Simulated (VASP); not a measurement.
# Lu (Im-3m) in VASP: further runs, part 2 of 2

VASP 6.6.1.

**3. Single point, PBEsol**

This run uses another cell than the first one, of 28.24 Å³/atom, 1.203 times its volume.

Input file INCAR:

```
SYSTEM = Lu
ALGO = Normal
EDIFF = 1E-6
ENCUT = 520
GGA = PS
ISIF = 2
ISMEAR = 0
LASPH = .TRUE.
LCHARG = .FALSE.
LREAL = .FALSE.
LWAVE = .FALSE.
NBANDS = 18
NELM = 100
PREC = Accurate
SIGMA = 0.05
```

Input file KPOINTS:

```
k-points
0
G
  6 6 6
  0 0 0
```

Input file POSCAR:

```
Lu
1.0
    1.9183821797      1.9183821797      1.9183821797
   -1.9183821797      1.9183821797      1.9183821797
   -1.9183821797     -1.9183821797      1.9183821797
Lu
1
Direct
    0.0000000000      0.0000000000      0.0000000000
```

Potentials or basis: VASP PAW PBE potentials, release 64 (Lu).

On the command line:

```console
$ cat potpaw_PBE.64/Lu/POTCAR > POTCAR
$ mpirun -np 1 vasp_std > vasp.out
```

It took 11 s on 1 thread of Intel Xeon Platinum 8259CL at 2.50GHz (Skylake/Cascade Lake), shared host; peak memory 0.17 GiB.

The run converged. Its results:

* Free energy: -4.7956 eV
* Pressure: 0.1 GPa

Levels at points of the mesh, in eV from the Fermi level:
| k point | band 10 | band 11 | band 12 | band 13 | band 14 | band 15 |
| --- | --- | --- | --- | --- | --- | --- |
| (0.00, 0.00, 0.00) | -5.01 | -5.01 | -4.99 | 2.09 | 2.09 | 2.09 |
| (0.50, 0.00, 0.00) | -5.02 | -5.00 | -2.65 | 0.29 | 0.56 | 4.20 |
| (0.50, 0.50, 0.50) | -5.01 | -5.01 | -1.64 | -1.64 | 5.90 | 5.90 |

Caveat: the k points lie up to 0.39 Å⁻¹ apart; the PAW data sets were made with another functional, which shifts forces and pressure a little; spin-orbit coupling is left out, which moves the levels of the heavy elements.

**4. Relaxation of cell and atoms, PBEsol**

This run uses another cell than the first one, of 29.43 Å³/atom, 1.254 times its volume.

Input file INCAR:

```
PREC = Accurate
ENCUT = 600
EDIFF = 1E-6
ISMEAR = 0
SIGMA = 0.05
LREAL = False
LASPH = True
NELM = 80
ALGO = Normal
ISIF = 3
LWAVE = False
LCHARG = False
GGA = PS
IBRION = 2
NSW = 80
EDIFFG = -0.03
```

Input file KPOINTS:

```
regular mesh
0
Gamma
  6 6 6
```

Input file POSCAR:

```
Lu
1.0
    1.9450000000      1.9450000000      1.9450000000
   -1.9450000000      1.9450000000      1.9450000000
   -1.9450000000     -1.9450000000      1.9450000000
Lu
1
Direct
    0.0000000000      0.0000000000      0.0000000000
```

On the command line:

```console
$ cat potpaw_PBE.64/Lu/POTCAR > POTCAR
$ mpirun -np 1 vasp_std > vasp.out
```

Run time: 20 s. Hardware: 1 thread of Intel Xeon Platinum 8259CL at 2.50GHz (Skylake/Cascade Lake), shared host; peak memory 0.17 GiB.

It converged, with:

| Property | Result |
| --- | --- |
| Free energy | -4.7964 eV |
| Relaxed volume | 28.32 Å³/atom |
| Relaxed cell | a = 3.326 Å, b = 3.326 Å, c = 3.326 Å, α = 70.53°, β = 109.47°, γ = 70.53° |
| Space group after relaxing (to 0.05 Å) | Im-3m (No. 229) |
| Energy gained by relaxing | 5.4 meV/atom |
| Ionic steps | 2 |
| Pressure after relaxing | 0.1 GPa |

The path:
```
step  energy change (eV)  largest force (eV/Å)  pressure (GPa)  volume (Å³)
   1              0.0000                0.0000           -1.44        29.43
   2             -0.0054                0.0000            0.14        28.32
```

Final structure:
```
Lu
1.0
     1.92011    1.92011    1.92011
    -1.92011    1.92011    1.92011
    -1.92011   -1.92011    1.92011
Lu
1
Direct
  0.00000 0.00000 0.00000
```

Levels at points of the mesh, in eV from the Fermi level:
| k point | band 10 | band 11 | band 12 | band 13 | band 14 | band 15 |
| --- | --- | --- | --- | --- | --- | --- |
| (0.00, 0.00, 0.00) | -5.02 | -5.02 | -5.00 | 2.09 | 2.09 | 2.09 |
| (0.50, 0.00, 0.00) | -5.02 | -5.01 | -2.64 | 0.29 | 0.56 | 4.19 |
| (0.50, 0.50, 0.50) | -5.01 | -5.01 | -1.63 | -1.63 | 5.88 | 5.88 |

Caveat: the k points lie up to 0.39 Å⁻¹ apart in the final cell; the PAW data sets were made with another functional, which shifts forces and pressure a little; spin-orbit coupling is left out, which moves the levels of the heavy elements.

**5. Relaxation of cell and atoms, PBEsol, target pressure 10 GPa, at which the enthalpy is minimised**

This run uses another cell than the first one, of 29.43 Å³/atom, 1.254 times its volume.

Input file INCAR:

```
ALGO     = Normal         # electronic algorithm
EDIFF    = 1E-7           # SCF threshold, eV
EDIFFG   = -0.03          # ionic threshold
ENCUT    = 600            # plane-wave cutoff, eV
GGA      = PS             # functional
IBRION   = 2              # ionic algorithm
ISIF     = 3              # what is computed and relaxed
ISMEAR   = 0              # smearing method
LASPH    = T              # aspherical terms in the spheres
LCHARG   = F              # write CHGCAR
LREAL    = F              # projectors in reciprocal space
LWAVE    = F              # write WAVECAR
NELM     = 80             # most SCF steps
NSW      = 80             # ionic steps
PREC     = Accurate       # precision mode
PSTRESS  = 100.0        
SIGMA    = 0.05           # smearing width, eV
```

Input file KPOINTS:

```
k-points
0
Gamma
  6 6 6
```

POSCAR is that of step 4.

On the command line:

```console
$ cat potpaw_PBE.64/Lu/POTCAR > POTCAR
$ mpirun -np 1 vasp_std > vasp.out
```

It took 52 s on 1 thread of Intel Xeon Platinum 8259CL at 2.50GHz (Skylake/Cascade Lake), shared host; peak memory 0.17 GiB.

It converged, with:

```
Free energy                                            : -4.6633 eV
Relaxed volume                                         : 23.62 Å³/atom
Relaxed cell                                           : a = 3.131 Å, b = 3.131 Å, c = 3.131 Å, α = 70.53°, β = 109.47°, γ = 70.53°
Space group after relaxing (to 0.05 Å)                 : Im-3m (No. 229)
Energy change on relaxing (the enthalpy is what falls) : +127.8 meV/atom
Ionic steps                                            : 4
Pressure after relaxing                                : 10.0 GPa
```

The path:
```csv
step,energy change (eV),largest force (eV/Å),pressure (GPa),volume (Å³)
1,0.0000,0.0000,-1.60,29.43
2,0.3403,0.0000,19.06,21.26
3,0.1212,0.0000,9.79,23.73
4,0.1278,0.0000,10.02,23.62
```

Final structure:
```
Lu
1.0
     1.80760    1.80760    1.80760
    -1.80760    1.80760    1.80760
    -1.80760   -1.80760    1.80760
Lu
1
Cartesian
  1.8076 1.8076 1.8076
```

Levels at points of the mesh, in eV from the Fermi level:
```csv
k point,band 8,band 9,band 10,band 11,band 12,band 13,band 14,band 15,band 16
"(0.00, 0.00, 0.00)",-4.92,-4.76,-4.76,-4.76,-4.72,2.24,2.24,2.24,5.02
"(0.50, 0.00, 0.00)",-4.80,-4.78,-4.77,-4.75,-3.08,0.05,1.22,4.89,6.06
"(0.50, 0.50, 0.50)",-4.85,-4.75,-4.75,-4.75,-2.29,-2.29,7.25,7.25,7.25
```

Caveat: the k points lie up to 0.41 Å⁻¹ apart in the final cell; the cell is relaxed towards a set pressure, so the enthalpy falls and the energy may rise; the volume moved by over 15 % at a fixed basis, so the end points are rough; the PAW data sets were made with another functional, which shifts forces and pressure a little; spin-orbit coupling is left out, which moves the levels of the heavy elements.

**6. Relaxation of cell and atoms, PBEsol, target pressure 20 GPa, at which the enthalpy is minimised**

This run uses another cell than the first one, of 29.43 Å³/atom, 1.254 times its volume.

Input file INCAR:

```
SYSTEM = Lu
ALGO = Normal ; EDIFF = 1E-7
EDIFFG = -0.03 ; ENCUT = 600
GGA = PS ; IBRION = 2
ISIF = 3 ; ISMEAR = 0
LASPH = .TRUE. ; LCHARG = .FALSE.
LREAL = .FALSE. ; LWAVE = .FALSE.
NELM = 60 ; NSW = 80
PREC = Accurate ; PSTRESS = 200.0
SIGMA = 0.05
```

Input file KPOINTS:

```
k-points
0
G
  6 6 6
  0 0 0
```

POSCAR is that of step 5.

Potentials or basis: VASP PAW PBE potentials, release 64 (Lu).

On the command line:

```console
$ cat potpaw_PBE.64/Lu/POTCAR > POTCAR
$ mpirun -np 1 vasp_std > vasp.out
```

It took 73 s on 1 thread of Intel Xeon Platinum 8259CL at 2.50GHz (Skylake/Cascade Lake), shared host; peak memory 0.18 GiB.

The run converged. Its results:

```yaml
Free_energy: -4.4265 eV
Relaxed_volume: 21.06 Å³/atom
Relaxed_cell: a = 3.013 Å, b = 3.013 Å, c = 3.013 Å, α = 70.53°, β = 109.47°, γ = 70.53°
Space_group_after_relaxing_to_0.05_Å: Im-3m (No. 229)
Energy_change_on_relaxing_the_enthalpy_is_what_falls: +364.5 meV/atom
Ionic_steps: 5
Pressure_after_relaxing: 20.0 GPa
```

The path:
| step | energy change (eV) | largest force (eV/Å) | pressure (GPa) | volume (Å³) |
| --- | --- | --- | --- | --- |
| 1 | 0.0000 | 0.0000 | -1.60 | 29.43 |
| 2 | 1.7700 | 0.0000 | 74.05 | 15.56 |
| 3 | 0.3189 | 0.0000 | 18.54 | 21.44 |
| 4 | 0.3465 | 0.0000 | 19.42 | 21.20 |
| 5 | 0.3645 | 0.0000 | 19.95 | 21.06 |

Final structure:
```
Lu
1.0
     1.73961    1.73961    1.73961
    -1.73961    1.73961    1.73961
    -1.73961   -1.73961    1.73961
Lu
1
Direct
  0.00000 0.00000 0.00000
```

Levels at points of the mesh, in eV from the Fermi level:
```csv
k point,band 10,band 11,band 12,band 13,band 14,band 15
"(0.00, 0.00, 0.00)",-4.59,-4.59,-4.53,2.41,2.41,2.41
"(0.50, 0.00, 0.00)",-4.60,-4.56,-3.30,-0.07,1.93,5.47
"(0.50, 0.50, 0.50)",-4.57,-4.57,-2.69,-2.69,8.40,8.40
```

Caveat: the k points lie up to 0.43 Å⁻¹ apart in the final cell; the cell is relaxed towards a set pressure, so the enthalpy falls and the energy may rise; the volume moved by over 15 % at a fixed basis, so the end points are rough; the PAW data sets were made with another functional, which shifts forces and pressure a little; spin-orbit coupling is left out, which moves the levels of the heavy elements.

**7. Overview**

| task | cell | cutoff (eV) | gap on the mesh (eV) | pressure (GPa) |
| --- | --- | --- | --- | --- |
| single point | a = 3.124 Å, angles 70.5, 109.5, 70.5°, 1 atom | 520 | none | 10.4 |
| single point | a = 3.323 Å, angles 70.5, 109.5, 70.5°, 1 atom | 520 | none | 0.1 |
| relaxation of cell and atoms | relaxed from a = 3.369 Å, angles 70.5, 109.5, 70.5°, 1 atom | 600 | none | 0.1 |
| relaxation of cell and atoms | relaxed to 10 GPa from a = 3.369 Å, angles 70.5, 109.5, 70.5°, 1 atom | 600 | none | 10.0 |
| relaxation of cell and atoms | relaxed to 20 GPa from a = 3.369 Å, angles 70.5, 109.5, 70.5°, 1 atom | 600 | none | 20.0 |

Alike in all rows: level PBEsol; potentials or basis VASP PAW PBE potentials, release 64 (Lu); no spin polarisation; k mesh 6 × 6 × 6; smearing gaussian 0.05 eV.

Caveats: all runs use coarse meshes; the PAW data sets were made with another functional, which shifts forces and pressure a little; spin-orbit coupling is left out, which moves the levels of the heavy elements; the cell is relaxed towards a set pressure, so the enthalpy falls and the energy may rise (some runs); the volume moved by over 15 % at a fixed basis, so the end points are rough (some runs).

Total energies depend on the potentials used, so only differences within one code and one set of settings carry meaning.
